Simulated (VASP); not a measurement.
# Mo (Im-3m) in VASP: notebook, part 2 of 2

VASP 6.6.1. The steps go on from the part before.

### 4 Single point, PBEsol, collinear spin, zero start

INCAR reads:

```
  ALGO = Normal
  EDIFF = 1E-6
  ENCUT = 520
  GGA = PS
  ISIF = 2
  ISMEAR = -1
  ISPIN = 2
  LASPH = T
  LCHARG = F
  LMAXMIX = 4
  LORBIT = 11
  LREAL = F
  LWAVE = F
  MAGMOM = 0
  NBANDS = 17
  NELM = 150
  PREC = Accurate
  SIGMA = 0.08
```

KPOINTS reads:

```
k-points
0
Gamma
  16 16 16
```

POSCAR reads:

```
Mo
1.0
   -1.5645471892      1.5645471892      1.5645471892
    1.5645471892     -1.5645471892      1.5645471892
    1.5645471892      1.5645471892     -1.5645471892
Mo
1
Direct
    0.0000000000      0.0000000000      0.0000000000
```

Potentials or basis: VASP PAW PBE potentials, release 64 (Mo_sv).

Launch:

```sh
$ cat potpaw_PBE.64/Mo_sv/POTCAR > POTCAR
$ mpirun -np 1 vasp_std > vasp.out
```

OUTCAR:

```text
EDIFF = 1E-6
   ENCUT = 520
   GGA = PS
   ISIF = 2
   ISMEAR = -1
   ISPIN = 2
   LASPH = T
   LORBIT = 11
   LREAL = F
   NELM = 150
   PREC = Accurate

 ion  position               nearest neighbor table
   1  0.000  0.000  0.000-

  LATTYP: Found a body centered cubic cell.
 ALAT       =     3.1290943784

  Lattice vectors:

 A1 = (  -1.5645471892,   1.5645471892,   1.5645471892)
 A2 = (   1.5645471892,  -1.5645471892,   1.5645471892)
[... 1168 lines left out ...]
  --------------------------------------------------------------------------------------
  -------------------------------------------------------------------------------------
  Total        0.0536175      0.0536175      0.0536175      0.0000000     -0.0000000      0.0000000
  in kB        5.6077778      5.6077778      5.6077778      0.0000000     -0.0000000      0.0000000
  external PRESSURE =       5.6077778 kB  Pullay stress =       0.0000000 kB

 VOLUME and BASIS-vectors are now :
 -----------------------------------------------------------------------------
  energy-cutoff  :      520.00
  volume of cell :       15.32
      direct lattice vectors                 reciprocal lattice vectors
    -1.564547189  1.564547189  1.564547189     0.000000000  0.319581284  0.319581284
     1.564547189 -1.564547189  1.564547189     0.319581284  0.000000000  0.319581284
     1.564547189  1.564547189 -1.564547189     0.319581284  0.319581284  0.000000000

 POSITION                                       TOTAL-FORCE (eV/Angst)
 -----------------------------------------------------------------------------------
      0.00000      0.00000      0.00000         0.000000     -0.000000     -0.000000
 -----------------------------------------------------------------------------------
    total drift:                                0.000000     -0.000000      0.000000

  FREE ENERGIE OF THE ION-ELECTRON SYSTEM (eV)
  ---------------------------------------------------
  free  energy   TOTEN  =       -11.7883955479 eV

  energy  without entropy=      -11.7766859739  energy(sigma->0) =      -11.78254076

 total charge

# of ion       s       p       d       tot
------------------------------------------
    1        2.391   6.212   3.950  12.553

 magnetization (x)

# of ion       s       p       d       tot
------------------------------------------
    1        0.000  -0.000  -0.000  -0.000
```

OSZICAR:

```text
N       E                     dE             d eps       ncg     rms          rms(c)
DAV:   1     0.973614111484E+02    0.97361E+02   -0.75012E+03  9980   0.848E+02
DAV:   2    -0.111880908051E+02   -0.10855E+03   -0.10380E+03 11802   0.266E+02
DAV:   3    -0.125363340112E+02   -0.13482E+01   -0.13442E+01 11082   0.292E+01
DAV:   4    -0.125392912964E+02   -0.29573E-02   -0.29572E-02 11754   0.157E+00
DAV:   5    -0.125393056846E+02   -0.14388E-04   -0.14388E-04 11146   0.997E-02    0.166E+01
DAV:   6    -0.118880143654E+02    0.65129E+00   -0.48423E-01 10111   0.825E+00    0.458E+00
DAV:   7    -0.117941540933E+02    0.93860E-01   -0.90285E-02 11235   0.350E+00    0.951E-01
DAV:   8    -0.117884014279E+02    0.57527E-02   -0.43276E-03 10421   0.665E-01    0.182E-01
DAV:   9    -0.117883897704E+02    0.11657E-04   -0.78403E-05 12180   0.884E-02    0.863E-02
DAV:  10    -0.117883952600E+02   -0.54896E-05   -0.10630E-05 10706   0.338E-02    0.437E-03
DAV:  11    -0.117883955479E+02   -0.28788E-06   -0.11047E-07  5885   0.322E-03
   1 F= -.11788396E+02 E0= -.11782541E+02  d E =-.117096E-01  mag=    -0.0000
```

It took 20 s on 1 thread of Intel Xeon 6975P-C (Granite Rapids), shared host; peak memory 0.16 GiB.

What came out:

- Free energy: -11.7884 eV
- Pressure: 0.6 GPa
- Band gap on the k mesh: zero (filled and empty bands overlap)
- Net moment: 0.00 μB per cell
- Valence electrons inside the program's atomic spheres: Mo 12.55

Levels at points of the mesh, in eV from the Fermi level:
Spin up:
| k point | band 5 | band 6 | band 7 | band 8 | band 9 | band 10 |
| --- | --- | --- | --- | --- | --- | --- |
| (0.00, 0.00, 0.00) | -7.35 | -1.40 | -1.40 | -1.40 | 1.69 | 1.69 |
| (0.50, 0.00, 0.00) | -5.47 | -3.50 | 1.69 | 1.74 | 2.38 | 4.93 |
| (0.50, 0.50, 0.50) | -5.62 | -5.62 | 4.14 | 4.14 | 4.14 | 9.18 |
Spin down:
| k point | band 3 | band 4 | band 5 | band 6 | band 7 | band 8 | band 9 | band 10 | band 11 | band 12 |
| --- | --- | --- | --- | --- | --- | --- | --- | --- | --- | --- |
| (0.00, 0.00, 0.00) | -34.43 | -34.43 | -7.35 | -1.40 | -1.40 | -1.40 | 1.69 | 1.69 | 14.84 | 14.84 |
| (0.50, 0.00, 0.00) | -34.90 | -34.44 | -5.47 | -3.50 | 1.69 | 1.74 | 2.38 | 4.93 | 11.96 | 11.98 |
| (0.50, 0.50, 0.50) | -35.46 | -35.46 | -5.62 | -5.62 | 4.14 | 4.14 | 4.14 | 9.18 | 9.18 | 9.18 |

Caveat: the PAW data sets were made with another functional, which shifts forces and pressure a little.

### 5 Relaxation of cell and atoms, PBEsol

This run uses another cell than the first one, of 15.58 Å³/atom, 1.017 times its volume.

INCAR reads:

```
SYSTEM = Mo
  PREC = Accurate
  ENCUT = 600
  EDIFF = 1E-6
  ISMEAR = -1
  SIGMA = 0.08
  LREAL = .FALSE.
  LASPH = .TRUE.
  NELM = 100
  ALGO = Normal
  ISIF = 3
  LWAVE = .FALSE.
  LCHARG = .FALSE.
  GGA = PS
  IBRION = 2
  NSW = 100
  EDIFFG = -0.002
```

KPOINTS reads:

```
Automatic mesh
0
G
  16 16 16
  0 0 0
```

POSCAR reads:

```
Mo
1.0
   -1.5734150000      1.5734150000      1.5734150000
    1.5734150000     -1.5734150000      1.5734150000
    1.5734150000      1.5734150000     -1.5734150000
Mo
1
Direct
    0.0000000000      0.0000000000      0.0000000000
```

Launch:

```sh
$ cat potpaw_PBE.64/Mo_sv/POTCAR > POTCAR
$ mpirun -np 1 vasp_std > vasp.out
```

Run time: 30 s. Hardware: 1 thread of Intel Xeon 6975P-C (Granite Rapids), shared host; peak memory 0.16 GiB.

The run converged. Its results:

| Quantity | Value |
| --- | --- |
| Free energy | -11.7888 eV |
| Relaxed volume | 15.34 Å³/atom |
| Relaxed cell | a = 2.711 Å, b = 2.711 Å, c = 2.711 Å, α = 109.47°, β = 109.47°, γ = 109.47° |
| Space group after relaxing (to 0.05 Å) | Im-3m (No. 229) |
| Energy gained by relaxing | 3.1 meV/atom |
| Ionic steps | 7 |
| Pressure after relaxing | 0.0 GPa |
| Band gap on the k mesh | zero (band 7 reaches 16.89 eV, above the bottom of band 8 at 11.37 eV) |

The path:
```csv
step,energy change (eV),largest force (eV/Å),pressure (GPa),volume (Å³)
1,0.0000,0.0000,-4.15,15.58
2,0.0232,0.0000,13.40,14.69
3,-0.0031,0.0000,-0.08,15.35
4,-0.0031,0.0000,-0.03,15.34
5,-0.0031,0.0000,0.09,15.34
6,-0.0031,0.0000,-0.15,15.35
7,-0.0031,0.0000,-0.01,15.34
```

Final structure:
```yaml
crystal:
  lattice:
    - [-1.56543, 1.56543, 1.56543]
    - [1.56543, -1.56543, 1.56543]
    - [1.56543, 1.56543, -1.56543]
  atoms:
    - { symbol: Mo, position: [0.00000, 0.00000, 0.00000] }
```

Levels at points of the mesh, in eV from the Fermi level:
```csv
k point,band 5,band 6,band 7,band 8,band 9,band 10
"(0.00, 0.00, 0.00)",-7.34,-1.39,-1.39,-1.39,1.69,1.69
"(0.50, 0.00, 0.00)",-5.46,-3.49,1.68,1.74,2.38,4.92
"(0.50, 0.50, 0.50)",-5.61,-5.61,4.13,4.13,4.13,9.17
```

Caveat: the PAW data sets were made with another functional, which shifts forces and pressure a little.

### 6 Overview

```csv
task,spin,cell,cutoff (eV),gap on the mesh (eV),pressure (GPa)
single point,off,"a = 2.710 Å, angles 109.5°, 1 atom",520,none,0.6
single point,"collinear, zero start","a = 2.710 Å, angles 109.5°, 1 atom",520,none,0.6
relaxation of cell and atoms,off,"relaxed from a = 2.725 Å, angles 109.5°, 1 atom",600,none,0.0
```

Alike in all rows: level PBEsol; potentials or basis VASP PAW PBE potentials, release 64 (Mo_sv); k mesh 16 × 16 × 16; smearing fermi-dirac 0.08 eV.

Caveats: the PAW data sets were made with another functional, which shifts forces and pressure a little.

Absolute energies hang on the potentials; compare differences alone.
